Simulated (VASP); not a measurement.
Here is a VASP 6.6.1 calculation.

File INCAR:

```
PREC     = Accurate       # precision mode
ENCUT    = 520            # plane-wave cutoff, eV
EDIFF    = 1E-6           # SCF threshold, eV
ISMEAR   = 0              # smearing method
SIGMA    = 0.15           # smearing width, eV
LREAL    = F              # projectors in reciprocal space
LASPH    = T              # aspherical terms in the spheres
NELM     = 100            # most SCF steps
ALGO     = Normal         # electronic algorithm
ISIF     = 2              # what is computed and relaxed
LWAVE    = F              # write WAVECAR
LCHARG   = T              # write CHGCAR
GGA      = PE             # functional
IVDW     = 12             # dispersion correction
LELF     = T              # ELF
LVHAR    = T            
NBANDS   = 9              # bands
```

The input KPOINTS:

```
Automatic mesh
0
Gamma
  24 24 12
```

The input POSCAR:

```
Be
1.0
    2.2511737121      0.0000000000      0.0000000000
   -1.1255868561      1.9495736230      0.0000000000
    0.0000000000      0.0000000000      3.5585571504
Be
2
Direct
    0.3333333333      0.6666666667      0.2500000000
    0.6666666667      0.3333333333      0.7500000000
```

Potentials or basis: VASP PAW PBE potentials, release 64 (Be).

Command:

```console
$ cat potpaw_PBE.64/Be/POTCAR > POTCAR
$ mpirun -np 1 vasp_std > vasp.out
```

What does it give for the dispersion energy per atom?

-0.360 eV.

Estimate the band gap on the k mesh.

zero (bands 2 and 3 overlap by 2.07 eV).

Predict the pressure.

-5.9 GPa.

Stress tensor (GPa, compression positive):
```
-5.41  0.00  0.00
 0.00 -5.41  0.00
 0.00  0.00 -7.00
```

Caveat: the cell stands under tension.
